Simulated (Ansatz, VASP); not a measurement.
## MnRh in VASP and in Ansatz

```
CELL_PARAMETERS angstrom
3.04400 0.00000 0.00000
0.00000 3.04400 0.00000
0.00000 0.00000 3.04400
ATOMIC_POSITIONS crystal
Mn 0.00000 0.00000 0.00000
Rh 0.50000 0.50000 0.50000
```

Alike in both runs: task single point; functional PBEsol; k mesh 9 × 9 × 9; occupations fermi-dirac, width 0.1 eV; collinear spin.

```csv
,VASP,Ansatz
version,VASP 6.6.1,Ansatz 0.2.0
potentials or method,"VASP PAW PBE potentials, release 64 (Mn_pv, Rh_pv), cutoff 520 eV",all-electron (LAPW or listed datasets)
```

```tsv
	VASP	Ansatz	Ansatz less VASP
net moment per atom (μB)	2.04	2.03	-0.002
size of the moment on the site where the two differ most (μB)	3.48	3.53	+0.044
```

VASP's potentials were made for PBE, not for PBEsol. Site moments also hang on the region over which each program counts them. Ansatz ran all-electron here, and VASP with PAW potentials.
